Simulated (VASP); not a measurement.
Wanted: the native input for a VASP 6.6.1 run.

```
Task                   : single point
Functional             : LDA
Potentials or basis    : VASP PAW LDA potentials, release 64 (Si, Ge_d)
Cutoff                 : 520 eV
k mesh                 : 12 × 12 × 6
Occupations            : gaussian, width 0.03 eV
Spin                   : no spin polarisation
Dipole correction      : no
Further INCAR settings : ALGO = Normal; EDIFF = 1e-06; NBANDS = 26
```

The structure of SiGe lies in POSCAR:

```
SiGe
1.0
    3.9371113814      0.0000000000      0.0000000000
   -1.9685556907      3.4096384739      0.0000000000
    0.0000000000      0.0000000000      6.5064941378
Si Ge
2 2
Direct
    0.6666666667      0.3333333333      0.8745031008
    0.3333333333      0.6666666667      0.3745031008
    0.6666666667      0.3333333333      0.4926769834
    0.3333333333      0.6666666667     -0.0073230166
```

This cell differs from its parent crystal: atoms shifted along a free coordinate.

One way to write it, as run:

INCAR

```
  ALGO = Normal
  EDIFF = 1E-6
  ENCUT = 520
  GGA = CA
  ISIF = 2
  ISMEAR = 0
  LASPH = T
  LCHARG = F
  LREAL = F
  LWAVE = F
  NBANDS = 26
  NELM = 80
  PREC = Accurate
  SIGMA = 0.03
```

KPOINTS

```
k-points
0
Gamma
  12 12 6
```

Potentials or basis: VASP PAW LDA potentials, release 64 (Si, Ge_d).

Run with:

```sh
$ cat potpaw_LDA.64/Si/POTCAR potpaw_LDA.64/Ge_d/POTCAR > POTCAR
$ mpirun -np 1 vasp_std > vasp.out
```

Results of the run:

```json
{
 "Pressure": "-3.7 GPa",
 "Largest force": "0.516 eV/Å",
 "Band gap on the k mesh": "0.21 eV"
}
```

Caveat: the cell differs from its parent crystal (atoms shifted along a free coordinate); the cell stands under tension.

It took 2.2 min on 1 thread of Intel(R) Xeon(R) Platinum 8259CL CPU @ 2.50GHz (Skylake/Cascade Lake), with other jobs on the host, peak memory 0.26 GiB.
